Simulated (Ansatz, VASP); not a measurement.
## One calculation of SiC, two programs

Contents of INCAR:

```
PREC = Accurate
ENCUT = 520
EDIFF = 1E-7
ISMEAR = 0
SIGMA = 0.05
LREAL = F
LASPH = T
NELM = 60
ALGO = Normal
ISIF = 2
LWAVE = F
LCHARG = F
GGA = PE
NBANDS = 26
```

File KPOINTS:

```
regular mesh
0
Gamma
  6 6 6
```

POSCAR

```
SiC
1.0
    4.3797281854      0.0000000000      0.0000000000
    0.0000000000     -4.3797281854      0.0000000000
    0.0000000000      0.0000000000     -4.3797281854
Si C
4 4
Direct
    0.0000000000      0.0000000000      0.0000000000
    0.5000000000      0.5000000000      0.0000000000
    0.5000000000      0.0000000000      0.5000000000
    0.0000000000      0.5000000000      0.5000000000
    0.7500000000      0.7500000000      0.7956649343
    0.2500000000      0.2500000000      0.7500000000
    0.2500000000      0.7500000000      0.2500000000
    0.7500000000      0.2500000000      0.2500000000
```

Input for Ansatz:

```yaml
crystal:
  lattice:
    - [4.3797281854, 0.0, 0.0]
    - [0.0, -4.3797281854, 0.0]
    - [0.0, 0.0, -4.3797281854]
  atoms:
    - { symbol: Si, position: [0.0, 0.0, 0.0] }
    - { symbol: Si, position: [0.5, 0.5, 0.0] }
    - { symbol: Si, position: [0.5, 0.0, 0.5] }
    - { symbol: Si, position: [0.0, 0.5, 0.5] }
    - { symbol: C, position: [0.75, 0.75, 0.7956649343] }
    - { symbol: C, position: [0.25, 0.25, 0.75] }
    - { symbol: C, position: [0.25, 0.75, 0.25] }
    - { symbol: C, position: [0.75, 0.25, 0.25] }
basis:
  ecutwfc: 420
kpoints:
  mp_grid: { grid: [6, 6, 6] }
hamiltonian:
  xc: pbe
scf:
  occupations: { method: gaussian, width: 0.05 }
output:
  forces: true
  stress: true
  eigenvalues: true
```

Alike in both runs: task single point; functional PBE; k mesh 6 × 6 × 6; occupations gaussian, width 0.05 eV; no spin polarisation.

```csv
,VASP,Ansatz
version,VASP 6.6.1,Ansatz 0.2.0
potentials or method,"VASP PAW PBE potentials, release 64 (Si, C), cutoff 520 eV","scalar-relativistic, plane waves, PAW"
valence electrons in the cell,32,32
```

VASP gave:

```
gap on the k mesh at the Fermi level (eV)                     : 1.13
least direct gap on the mesh (eV)                             : 1.13
pressure (GPa)                                                : 1.4
traceless stress, the component that is largest in VASP (GPa) : -3.11
rms of the force components (eV/Å)                            : 1.031
```

Question: What did Ansatz give for the same quantities?

Answer: gap on the k mesh at the Fermi level (eV): 1.13; least direct gap on the mesh (eV): 1.13; pressure (GPa): 1.4; traceless stress, the component that is largest in VASP (GPa): -3.12; rms of the force components (eV/Å): 1.031.

Atom by atom the forces differ by 0.002 eV/Å (rms over components). With one functional, cell and mesh, what is left measures potentials, basis and numerics.
